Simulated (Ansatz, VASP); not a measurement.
**Li: VASP beside Ansatz**

File INCAR:

```
  PREC = Accurate
  ENCUT = 650
  EDIFF = 1E-8
  ISMEAR = -1
  SIGMA = 0.08
  LREAL = F
  LASPH = T
  NELM = 120
  ALGO = Normal
  ISIF = 2
  LWAVE = F
  LCHARG = F
  GGA = PS
  LEFG = T
  NBANDS = 8
  GGA_COMPAT = F
```

Contents of KPOINTS:

```
regular mesh
0
Gamma
  13 13 13
```

The input POSCAR:

```
Li
1.0
    0.0000000000      2.2020000000      2.2460400000
    2.2020000000      0.0000000000      2.2460400000
    2.2020000000      2.2020000000      0.0000000000
Li
1
Direct
    0.0000000000      0.0000000000      0.0000000000
```

Input for Ansatz:

```yaml
crystal:
  lattice:
    - [0.0, 2.202, 2.24604]
    - [2.202, 0.0, 2.24604]
    - [2.202, 2.202, 0.0]
  atoms:
    - { symbol: Li, position: [0.0, 0.0, 0.0] }
kpoints:
  mp_grid: { grid: [13, 13, 13] }
scf:
  occupations: { method: fermi_dirac, width: 0.08 }
hamiltonian:
  xc: pbesol
  pseudopotentials: { kind: paw }
output:
  forces: true
  stress: true
  eigenvalues: true
  efg: { contact_densities: true }
```

Change from the starting cell: zz strain of +2 %, PAW files.

Alike in both runs: task electric field gradients; functional PBEsol; k mesh 13 × 13 × 13; occupations fermi-dirac, width 0.08 eV; no spin polarisation.

```csv
,VASP,Ansatz
version,VASP 6.6.1,Ansatz 0.2.0
potentials or method,"VASP PAW PBE potentials, release 64 (Li_sv)","PAW with Ansatz's default frozen-core files, scalar-relativistic"
plane-wave cutoff (eV),650,420
valence electrons in the cell,3,3
```

VASP gave:

* pressure (GPa): -1.1

Problem. Which values does Ansatz return?

Solution. Pressure (GPa): -0.9.

VASP's potentials were made for PBE, not for PBEsol. With one functional, cell and mesh, what is left measures potentials, basis and numerics.
